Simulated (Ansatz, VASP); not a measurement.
**Two plane-wave programs on GaN**

Contents of INCAR:

```
SYSTEM = GaN
PREC = Accurate
ENCUT = 520
EDIFF = 1E-7
ISMEAR = 0
SIGMA = 0.05
LREAL = .FALSE.
LASPH = .TRUE.
NELM = 80
ALGO = Normal
ISIF = 2
LWAVE = .FALSE.
LCHARG = .TRUE.
GGA = RE
IVDW = 13
LELF = .TRUE.
LVHAR = .TRUE.
NBANDS = 16
```

Contents of KPOINTS:

```
Automatic mesh
0
G
  10 10 10
  0 0 0
```

POSCAR

```
GaN
1.0
    0.0000000000      2.0983601889      2.0983601889
    2.0983601889      0.0000000000      2.0983601889
    2.0983601889      2.0983601889      0.0000000000
Ga N
1 1
Direct
    0.5000000000      0.5000000000      0.5000000000
    0.0000000000      0.0000000000      0.0000000000
```

Input for Ansatz:

```yaml
crystal:
  lattice:
    - [0.0, 2.0983601889, 2.0983601889]
    - [2.0983601889, 0.0, 2.0983601889]
    - [2.0983601889, 2.0983601889, 0.0]
  atoms:
    - { symbol: Ga, position: [0.5, 0.5, 0.5] }
    - { symbol: "N", position: [0.0, 0.0, 0.0] }
basis:
  ecutwfc: 420
  ecutrho_ratio: 4
kpoints:
  mp_grid: { grid: [10, 10, 10] }
hamiltonian:
  xc: revpbe
  dispersion: d4
scf:
  occupations: { method: gaussian, width: 0.05 }
output:
  forces: true
  stress: true
  eigenvalues: true
```

Alike in both runs: task single point; functional revPBE; dispersion D4; k mesh 10 × 10 × 10; occupations gaussian, width 0.05 eV; no spin polarisation.

|  | VASP | Ansatz |
| --- | --- | --- |
| version | VASP 6.6.1 | Ansatz 0.2.0 |
| potentials or method | VASP PAW PBE potentials, release 64 (Ga_d, N), cutoff 520 eV | scalar-relativistic, plane waves, PAW |
| valence electrons in the cell | 18 | 18 |

```csv
,VASP,Ansatz,Ansatz less VASP
gap on the k mesh at the Fermi level (eV),0.83,0.84,+0.012
least direct gap on the mesh (eV),3.03,3.02,-0.007
pressure (GPa),0.7,-0.2,-0.90
```

VASP's potentials were made for PBE, not for revPBE.
